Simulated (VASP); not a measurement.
# Zr3B (Im-3m) in VASP: single point with PBE

Aim: the single point of Zr3B with PBE.

All numbers are computed with VASP 6.6.1; they aren't measurements. Logs are shortened: lines on timing, memory, paths and dates and some standing lists are left out, and cuts for length are marked.

## Step 1: The cell of the first run

Symmetry: Im-3m, No. 229, cubic system. Conventional cell: a = 5.403 Å, b = 5.403 Å, c = 5.403 Å, α = 90.00°, β = 90.00°, γ = 90.00°. Zr (site symmetry 4/mmm) has 4 Zr at 2.70 Å and 2 B at 2.70 Å within 3.6 Å. Within 3.6 Å of B (site symmetry m-3m) lie 6 Zr at 2.70 Å.

## Step 2: Single point, PBE

File INCAR:

```
PREC     = Accurate       # precision mode
ENCUT    = 520            # plane-wave cutoff, eV
EDIFF    = 1E-6           # SCF threshold, eV
ISMEAR   = 0              # smearing method
SIGMA    = 0.1            # smearing width, eV
LREAL    = False          # projectors in reciprocal space
LASPH    = True           # aspherical terms in the spheres
NELM     = 100            # most SCF steps
ALGO     = Fast           # electronic algorithm
ISIF     = 2              # what is computed and relaxed
LWAVE    = False          # write WAVECAR
LCHARG   = False          # write CHGCAR
GGA      = PE             # functional
NBANDS   = 28             # bands
```

File KPOINTS:

```
Automatic mesh
0
Gamma
  12 12 12
```

File POSCAR:

```
Zr3B
1.0
   -2.7015327016      2.7015327016      2.7015327016
    2.7015327016     -2.7015327016      2.7015327016
    2.7015327016      2.7015327016     -2.7015327016
Zr B
3 1
Direct
    0.0000000000      0.5000000000      0.5000000000
    0.5000000000      0.0000000000      0.5000000000
    0.5000000000      0.5000000000      0.0000000000
    0.0000000000      0.0000000000      0.0000000000
```

Potentials or basis: VASP PAW PBE potentials, release 64 (Zr_sv, B).

The run is started by

```sh
$ cat potpaw_PBE.64/Zr_sv/POTCAR potpaw_PBE.64/B/POTCAR > POTCAR
$ mpirun -np 1 vasp_std > vasp.out
```

OUTCAR:

```text
PREC = Accurate
   ENCUT = 520
   EDIFF = 1E-6
   ISMEAR = 0
   LREAL = False
   LASPH = True
   NELM = 100
   ISIF = 2
   GGA = PE

 ion  position               nearest neighbor table
   1  0.000  0.500  0.500-   2 2.70   3 2.70   4 2.70   4 2.70   3 2.70   2 2.70   2 3.82   2 3.82
                             2 3.82   3 3.82   3 3.82   3 3.82   2 3.82   3 3.82
   2  0.500  0.000  0.500-   1 2.70   3 2.70   4 2.70   3 2.70   4 2.70   1 2.70   1 3.82   3 3.82
                             1 3.82   1 3.82   3 3.82   3 3.82   1 3.82   3 3.82
   3  0.500  0.500  0.000-   1 2.70   2 2.70   4 2.70   2 2.70   1 2.70   4 2.70   2 3.82   2 3.82
                             1 3.82   1 3.82   2 3.82   1 3.82   1 3.82   2 3.82
   4  0.000  0.000  0.000-   1 2.70   2 2.70   3 2.70   1 2.70   2 2.70   3 2.70

  LATTYP: Found a body centered cubic cell.
 ALAT       =     5.4030654032

  Lattice vectors:

 A1 = (  -2.7015327016,   2.7015327016,   2.7015327016)
 A2 = (   2.7015327016,  -2.7015327016,   2.7015327016)
 A3 = (   2.7015327016,   2.7015327016,  -2.7015327016)

Analysis of symmetry for initial positions (statically):
=====================================================================
 Subroutine PRICEL returns:
 Original cell was already a primitive cell.

 Routine SETGRP: Setting up the symmetry group for a
 body centered cubic supercell.

 Subroutine GETGRP returns: Found 48 space group operations
 (whereof 48 operations were pure point group operations)
 out of a pool of 48 trial point group operations.

The static configuration has the point symmetry O_h .

Analysis of symmetry for dynamics (positions and initial velocities):
=====================================================================
 Subroutine PRICEL returns:
 Original cell was already a primitive cell.

 Routine SETGRP: Setting up the symmetry group for a
 body centered cubic supercell.

 Subroutine GETGRP returns: Found 48 space group operations
 (whereof 48 operations were pure point group operations)
 out of a pool of 48 trial point group operations.

The dynamic configuration has the point symmetry O_h .

 Subroutine INISYM returns: Found 48 space group operations
 (whereof 48 operations are pure point group operations),
 and found     1 'primitive' translations

----------------------------------------------------------------------------------------

                                     Primitive cell

  volume of cell :      78.8662

[... 88 lines left out ...]
   LSORBIT =      F    spin-orbit coupling
   LASPH  =      T    aspherical Exc in radial PAW
   ENCUT  =  520.0 eV  38.22 Ry    6.18 a.u.   8.70  8.70  8.70*2*pi/ulx,y,z
   NELM   =    100;   NELMIN=  2; NELMDL= -5     # of ELM steps
   EDIFF  = 0.1E-05   stopping-criterion for ELM
   LREAL  =      F    real-space projection
   EDIFFG = 0.1E-04   stopping-criterion for IOM
   NSW    =      0    number of steps for IOM
   IBRION =     -1    ionic relax: 0-MD 1-quasi-New 2-CG
   NFREE  =      0    steps in history (QN), initial steepest desc. (CG)
   ISIF   =      2    stress and relaxation
   ISYM   =      2    0-nonsym 1-usesym 2-fastsym
   POTIM  = 0.5000    time-step for ionic-motion
   TEBEG  =    0.0;   TEEND  =   0.0 temperature during run
   PSTRESS=    0.0 pullay stress
   NELECT =      39.0000    total number of electrons
   NUPDOWN=      -1.0000    fix difference up-down
   EMIN   =  10.00;   EMAX   =-10.00  energy-range for DOS
   EFERMI =   0.00;   METHOD = LEGACY
   ISMEAR =     0;   SIGMA  =   0.10  broadening in eV -4-tet -1-fermi 0-gaus
   EFERMI_NEDOS =   21; number of points for ismear=-14 and -15
   IALGO  =     68    algorithm
   IMIX   =      4    mixing-type and parameters
     AMIX     =   0.40;   BMIX     =  1.00
     AMIX_MAG =   1.60;   BMIX_MAG =  1.00
  volume/ion in A,a.u.               =      19.72       133.05
  Fermi-wavevector in a.u.,A,eV,Ry     =   1.294592  2.446424 22.802923  1.675968
  Thomas-Fermi vector in A             =   2.426165
   LORBIT       =      0    0 simple, 1 ext, 2 COOP (PROOUT), +10 PAW based schemes
   GGA     = PE    functional components
   LHFCALC =     F    Hartree Fock is set to
   AEXX    =    0.0000 exact exchange contribution
   IVDW    =     0    specifies the selected vdW correction
   LEPSILON=     F    determine dielectric tensor
   LRPA    =     F    only Hartree local field effects (RPA)
 non-spin polarized calculation
 RMM-DIIS sequential band-by-band and
 Gauss-broadening in eV      SIGMA  =   0.10
  energy-cutoff  :      520.00
  volume of cell :       78.87
 maximum number of plane-waves:      2154
   NGX = 17   NGY = 17   NGZ = 17

 number of electron      39.0000000 magnetization

 Free energy of the ion-electron system (eV)
  ---------------------------------------------------
  ext. energy  EPLUGINS =         0.00000000
  ---------------------------------------------------
  free energy    TOTEN  =       -28.95677483 eV

  energy without entropy =      -28.94041684  energy(sigma->0) =      -28.94859583

 E-fermi :   8.3067     XC(G=0): -10.9837

 val. band max:        8.2843868499   @ k =   0.4167   0.1667   0.0000
 cond. band min:       8.3199745647   @ k =   0.5000   0.5000   0.1667
 fundamental gap:      0.0355877148
 Fermi energy:         8.3066946842

 k-point     1 :       0.0000    0.0000    0.0000
  band No.  band energies     occupation
      1     -40.4434      2.00000
      2     -39.9770      2.00000
      3     -39.9770      2.00000
      4     -19.3165      2.00000
      5     -19.3165      2.00000
      6     -19.3165      2.00000
[... 733 lines left out ...]
     27      11.1101      0.00000
     28      11.9285      0.00000

 [... further k-points ...]
[... 5 lines left out ...]
  --------------------------------------------------------------------------------------
  -------------------------------------------------------------------------------------
  Total        0.0418289      0.0418289      0.0418289      0.0000000      0.0000000     -0.0000000
  in kB        0.8497595      0.8497595      0.8497595      0.0000000      0.0000000     -0.0000000
  external PRESSURE =       0.8497595 kB  Pullay stress =       0.0000000 kB

 VOLUME and BASIS-vectors are now :
 -----------------------------------------------------------------------------
  energy-cutoff  :      520.00
  volume of cell :       78.87
      direct lattice vectors                 reciprocal lattice vectors
    -2.701532702  2.701532702  2.701532702     0.000000000  0.185080121  0.185080121
     2.701532702 -2.701532702  2.701532702     0.185080121  0.000000000  0.185080121
     2.701532702  2.701532702 -2.701532702     0.185080121  0.185080121  0.000000000

 POSITION                                       TOTAL-FORCE (eV/Angst)
 -----------------------------------------------------------------------------------
      2.70153      0.00000      0.00000         0.000000     -0.000000      0.000000
      0.00000      2.70153      0.00000         0.000000      0.000000      0.000000
      0.00000      0.00000      2.70153        -0.000000     -0.000000     -0.000000
      0.00000      0.00000      0.00000        -0.000000      0.000000     -0.000000
 -----------------------------------------------------------------------------------
    total drift:                                0.000000      0.000000     -0.000000

  FREE ENERGIE OF THE ION-ELECTRON SYSTEM (eV)
  ---------------------------------------------------
  free  energy   TOTEN  =       -28.9567748299 eV

  energy  without entropy=      -28.9404168386  energy(sigma->0) =      -28.94859583
```

It took 2 min on 1 thread of Intel Xeon 6975P-C (Granite Rapids), shared host; peak memory 0.28 GiB.

What came out:

* Free energy: -28.9568 eV
* Pressure: 0.1 GPa
